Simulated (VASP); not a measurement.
# BN (R3m) in VASP: further runs, part 3 of 3

VASP 6.6.1.

### 6 Relaxation of cell and atoms, PBEsol, target pressure 4 GPa, at which the enthalpy is minimised

This run uses another cell than the first one, of 8.25 Å³/atom.

The input, INCAR:

```
PREC     = Accurate       # precision mode
ENCUT    = 600            # plane-wave cutoff, eV
EDIFF    = 1E-6           # SCF threshold, eV
ISMEAR   = 0              # smearing method
SIGMA    = 0.02           # smearing width, eV
LREAL    = False          # projectors in reciprocal space
LASPH    = True           # aspherical terms in the spheres
NELM     = 100            # most SCF steps
ALGO     = Normal         # electronic algorithm
ISIF     = 3              # what is computed and relaxed
LWAVE    = False          # write WAVECAR
LCHARG   = False          # write CHGCAR
GGA      = PS             # functional
IBRION   = 2              # ionic algorithm
NSW      = 70             # ionic steps
EDIFFG   = -0.008         # ionic threshold
PSTRESS  = 40.0
```

The input, KPOINTS:

```
Automatic mesh
0
Gamma
  12 12 12
```

The input, POSCAR:

```
BN
1.0
    1.2180783001      0.7032578344      3.2085316917
   -1.2180783001      0.7032578344      3.2085316917
    0.0000000000     -1.4065156689      3.2085316917
B N
1 1
Direct
    0.9996983716      0.9996983716      0.9996983716
    0.3327346284      0.3327346284      0.3327346284
```

Potentials or basis: VASP PAW PBE potentials, release 64 (B, N).

The run is started by

```console
$ cat potpaw_PBE.64/B/POTCAR potpaw_PBE.64/N/POTCAR > POTCAR
$ mpirun -np 1 vasp_std > vasp.out
```

OUTCAR:

```text
PREC = Accurate
   ENCUT = 600
   EDIFF = 1E-6
   ISMEAR = 0
   LREAL = False
   LASPH = True
   NELM = 100
   ISIF = 3
   GGA = PS
   IBRION = 2
   NSW = 70
   EDIFFG = -0.008
   PSTRESS = 40.0

 ion  position               nearest neighbor table
   1  1.000  1.000  1.000-   2 1.41   2 1.41   2 1.41
   2  0.333  0.333  0.333-   1 1.41   1 1.41   1 1.41

  LATTYP: Found a trigonal (rhomboedric) cell.
 ALAT       =     3.5032787419
 COS(alpha) =     0.7582140722

  Lattice vectors:

 A1 = (   1.2180783001,   0.7032578344,   3.2085316917)
 A2 = (  -1.2180783001,   0.7032578344,   3.2085316917)
 A3 = (   0.0000000000,  -1.4065156689,   3.2085316917)

Analysis of symmetry for initial positions (statically):
=====================================================================
 Subroutine PRICEL returns:
 Original cell was already a primitive cell.

 Routine SETGRP: Setting up the symmetry group for a
 trigonal (rhombohedral) supercell.

 Subroutine GETGRP returns: Found  6 space group operations
 (whereof  6 operations were pure point group operations)
 out of a pool of 12 trial point group operations.

The static configuration has the point symmetry C_3v.

Analysis of symmetry for dynamics (positions and initial velocities):
=====================================================================
 Subroutine PRICEL returns:
 Original cell was already a primitive cell.

 Routine SETGRP: Setting up the symmetry group for a
 trigonal (rhombohedral) supercell.

 Subroutine GETGRP returns: Found  6 space group operations
 (whereof  6 operations were pure point group operations)
 out of a pool of 12 trial point group operations.

The dynamic configuration has the point symmetry C_3v.

 Subroutine INISYM returns: Found  6 space group operations
 (whereof  6 operations are pure point group operations),
 and found     1 'primitive' translations

[... 138 lines left out ...]
  ---------------------------------------------------
  ext. energy  EPLUGINS =         0.00000000
  ---------------------------------------------------
  free energy    TOTEN  =       -18.18100234 eV

  energy without entropy =      -18.18100234  energy(sigma->0) =      -18.18100234

------------------------ aborting loop because EDIFF is reached ----------------------------------------

  FORCE on cell =-STRESS in cart. coord.  units (eV):
  Direction    XX          YY          ZZ          XY          YZ          ZX
  --------------------------------------------------------------------------------------
  -------------------------------------------------------------------------------------
  Total        3.6246951      3.6246951      0.1637974      0.0000000     -0.0000000     -0.0000000
  in kB      352.1556774    352.1556774     15.9136686      0.0000000     -0.0000000     -0.0000000
  external PRESSURE =     200.0750078 kB  Pullay stress =      40.0000000 kB
[... 97 lines left out ...]
  energy  without entropy=      -18.2791570067  energy(sigma->0) =      -18.27915701

  enthalpy is  TOTEN    =       -17.8465796617 eV   P V=        0.4325773450

[... ionic steps 4 to 10 ...]

--------------------------------------- Ionic step       11  -------------------------------------------

 number of electron       8.0000000 magnetization

------------------------ aborting loop because EDIFF is reached ----------------------------------------
[... 71 lines left out ...]
--------------------------------------- Ionic step       13  -------------------------------------------

 number of electron       8.0000000 magnetization

 Free energy of the ion-electron system (eV)
  ---------------------------------------------------
  ext. energy  EPLUGINS =         0.00000000
  ---------------------------------------------------
  free energy    TOTEN  =       -18.26371218 eV

  energy without entropy =      -18.26371218  energy(sigma->0) =      -18.26371218

 E-fermi :   3.1901     XC(G=0): -10.9229

 val. band max:        3.0318633600   @ k =  -0.3333   0.2500   0.0000
 cond. band min:       6.8984197689   @ k =   0.5000   0.5000  -0.0000
 fundamental gap:      3.8665564088
 Fermi energy:         3.1900700561

 k-point     1 :       0.0000    0.0000    0.0000
  band No.  band energies     occupation
      1     -14.9719      2.00000
      2      -0.5775      2.00000
      3       1.7294      2.00000
      4       1.7294      2.00000
      5       8.6782      0.00000
      6      14.6903      0.00000
      7      14.6903      0.00000
      8      16.2862      0.00000
[... 243 lines left out ...]
 k-point    24 :      -0.4167    0.1667    0.0000
  band No.  band energies     occupation
      1     -11.3519      2.00000
      2      -5.7488      2.00000
      3      -2.4104      2.00000
      4       2.7561      2.00000
      5       8.2121      0.00000
      6      14.5746      0.00000
      7      16.8092      0.00000
      8      17.6995      0.00000

 [... further k-points ...]

------------------------ aborting loop because EDIFF is reached ----------------------------------------

  FORCE on cell =-STRESS in cart. coord.  units (eV):
  Direction    XX          YY          ZZ          XY          YZ          ZX
  --------------------------------------------------------------------------------------
  -------------------------------------------------------------------------------------
  Total        0.4104208      0.4104208      0.4074851      0.0000000     -0.0000000      0.0000000
  in kB       40.0946383     40.0946383     39.8078492      0.0000000     -0.0000000      0.0000000
  external PRESSURE =      -0.0009581 kB  Pullay stress =      40.0000000 kB
[... 21 lines left out ...]
  energy  without entropy=      -18.2637121788  energy(sigma->0) =      -18.26371218

  enthalpy is  TOTEN    =       -17.8542601629 eV   P V=        0.4094520160

 reached required accuracy - stopping structural energy minimisation
```

It took 6.6 min on 1 thread of Intel Xeon 8259CL, shared host; peak memory 0.17 GiB.

What came out:

```yaml
Free_energy: -18.2637 eV
Relaxed_volume: 8.20 Å³/atom
Relaxed_cell: a = 3.362 Å, b = 3.362 Å, c = 3.362 Å, α = 43.59°, β = 43.59°, γ = 43.59°
Space_group_after_relaxing_to_0.1_Å: R3m (No. 160)
Energy_change_on_relaxing_the_run_minimises_the_enthalpy: -41.4 meV/atom
Ionic_steps: 13
Pressure_after_relaxing: 4.0 GPa
Band_gap_on_the_k_mesh: 3.87 eV (least direct gap 4.69 eV)
```

Step by step:
| step | energy change (eV) | largest force (eV/Å) | pressure (GPa) | volume (Å³) |
| --- | --- | --- | --- | --- |
| 1 | 0.0000 | 0.0082 | 24.01 | 16.49 |
| 2 | 0.1479 | 0.0268 | -27.98 | 19.03 |
| 3 | -0.0982 | 0.0122 | 2.18 | 17.33 |
| 4 | -0.0974 | 0.0120 | 3.07 | 17.29 |
| 5 | -0.0970 | 0.0119 | 3.44 | 17.27 |
| 6 | -0.0960 | 0.0033 | 3.54 | 17.18 |
| 7 | -0.0925 | 0.0198 | 3.70 | 16.90 |
| 8 | -0.0814 | 0.0549 | 4.29 | 16.35 |
| 9 | -0.0827 | 0.0522 | 4.21 | 16.41 |
| 10 | -0.0828 | 0.0838 | 2.56 | 16.43 |
| 11 | -0.0830 | 0.0141 | 3.74 | 16.41 |
| 12 | -0.0814 | 0.0484 | 4.88 | 16.36 |
| 13 | -0.0827 | 0.0003 | 4.00 | 16.40 |

Final structure:
```cif
data_structure
_symmetry_space_group_name_H-M 'P 1'
_symmetry_Int_Tables_number 1
_cell_length_a 3.3622
_cell_length_b 3.3622
_cell_length_c 3.3622
_cell_angle_alpha 43.594
_cell_angle_beta 43.594
_cell_angle_gamma 43.594
_cell_volume 16.40
loop_
_atom_site_label
_atom_site_type_symbol
_atom_site_fract_x
_atom_site_fract_y
_atom_site_fract_z
_atom_site_occupancy
B1 B 0.99996 0.99996 0.99996 1
N1 N 0.33248 0.33248 0.33248 1
```

Caveat: the cell is relaxed towards a set pressure, so the run minimises the enthalpy, not the energy; the PAW data sets were made with another functional, which shifts forces and pressure a little. A k mesh can miss the band edges.

### 7 Overview

| potentials or basis | cell | cutoff (eV) | smearing | gap on the mesh (eV) | pressure (GPa) |
| --- | --- | --- | --- | --- | --- |
| VASP PAW PBE potentials, release 64 (B_h, N_h) | relaxed from a = 3.770 Å, angles 38.8°, 2 atoms, atomic positions A | 910 | gaussian 0.01 eV | 4.21 | 0.0 |
| VASP PAW PBE potentials, release 64 (B, N) | relaxed to 50 GPa from a = 2.859 Å, angles 49.6°, 2 atoms, atomic positions B | 600 | gaussian 0.02 eV | 4.38 | 50.0 |
| VASP PAW PBE potentials, release 64 (B, N) | relaxed to 25 GPa from a = 3.056 Å, angles 46.6°, 2 atoms, atomic positions C | 600 | gaussian 0.02 eV | 3.30 | 25.0 |
| VASP PAW PBE potentials, release 64 (B, N) | relaxed to 12 GPa from a = 3.289 Å, angles 43.4°, 2 atoms, atomic positions A | 600 | gaussian 0.02 eV | 3.59 | 12.0 |
| VASP PAW PBE potentials, release 64 (B, N) | relaxed to 4 GPa from a = 3.503 Å, angles 40.7°, 2 atoms, atomic positions A | 600 | gaussian 0.02 eV | 3.87 | 4.0 |

Alike in all rows: task relaxation of cell and atoms; level PBEsol; no spin polarisation; k mesh 12 × 12 × 12.

Caveats: the PAW data sets were made with another functional, which shifts forces and pressure a little; the cell is relaxed towards a set pressure, so the run minimises the enthalpy, not the energy (at least some runs); the cutoff is under 1.25 times the usual one of these potentials, so pressure, stress and relaxed cells hold a basis-set (Pulay) error (at least some runs); the volume moved by over 15 % at a fixed basis, so the end points are rough (at least some runs).

Absolute energies hang on the potentials; compare differences alone.
